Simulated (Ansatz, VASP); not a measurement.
## LiNbO3: VASP beside Ansatz

```
CELL_PARAMETERS angstrom
3.73896 0.00000 0.00000
0.00000 3.73896 0.00000
0.00000 0.00000 3.73896
ATOMIC_POSITIONS crystal
Li 0.50000 0.50000 0.50000
Nb 0.00000 0.00000 0.00000
O 0.00000 0.50000 0.50000
O 0.50000 0.00000 0.50000
O 0.50000 0.50000 0.00000
```

Alike in both runs: task relaxation of cell and atoms; functional PBE; k mesh 6 × 6 × 6; occupations gaussian, width 0.1 eV; no spin polarisation.

|  | VASP | Ansatz |
| --- | --- | --- |
| version | VASP 6.6.1 | Ansatz 0.2.0 |
| potentials or method | VASP PAW PBE potentials, release 64 (Li_sv, Nb_sv, O), cutoff 600 eV | scalar-relativistic, plane waves, PAW |
| valence electrons in the cell | 34 | 34 |

Ansatz gave:

| Item | Value |
| --- | --- |
| gap on the k mesh at the Fermi level, each at its own relaxed structure (eV) | none |
| relaxed volume (Å³/atom) | 8.18 |
| relaxed length of the cell vector where the two differ most in proportion (Å) | 3.445 |

Problem. Estimate VASP's values.

Solution. gap on the k mesh at the Fermi level, each at its own relaxed structure (eV): none; relaxed volume (Å³/atom): 8.18; relaxed length of the cell vector where the two differ most in proportion (Å): 3.446.

A gap of «none» marks a metal or a gap that the smearing closes.

Noted on VASP's run: the cutoff is under 1.25 times that of the potentials, so the pressure is a little rough; the volume moved by over 15 % at a fixed basis, so the end points are rough.
